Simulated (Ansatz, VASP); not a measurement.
**Two plane-wave programs on Be2Cl3**

```
Be Cl
1.0
     3.10679    1.79371    5.65482
    -3.10679    1.79371    5.65482
     0.00000   -3.58741    5.65482
Be Cl
4 6
Direct
  0.85218 0.85218 0.85218
  0.64782 0.64782 0.64782
  0.14782 0.14782 0.14782
  0.35218 0.35218 0.35218
  0.05625 0.44375 0.75000
  0.75000 0.05625 0.44375
  0.44375 0.75000 0.05625
  0.94375 0.55625 0.25000
  0.25000 0.94375 0.55625
  0.55625 0.25000 0.94375
```

Alike in both runs: task single point; functional PBE; k mesh 6 × 6 × 6; occupations gaussian, width 0.1 eV; no spin polarisation.

|  | VASP | Ansatz |
| --- | --- | --- |
| version | VASP 6.6.1 | Ansatz 0.2.0 |
| potentials or method | VASP PAW PBE potentials, release 64 (Be, Cl), cutoff 520 eV | scalar-relativistic, plane waves, PAW |
| valence electrons in the cell | 50 | 50 |

```tsv
	VASP	Ansatz	Ansatz less VASP
gap on the k mesh at the Fermi level (eV)	none	none	-
pressure (GPa)	-4.6	-4.5	0.00
traceless stress, the component that is largest in VASP (GPa)	2.43	2.43	+0.004
rms of the force components (eV/Å)	0.236	0.236	-0.0007
```

Atom by atom the forces differ by 0.001 eV/Å (rms over components). A gap of «none» marks a metal or a gap that the smearing closes. With one functional, cell and mesh, what is left measures potentials, basis and numerics.
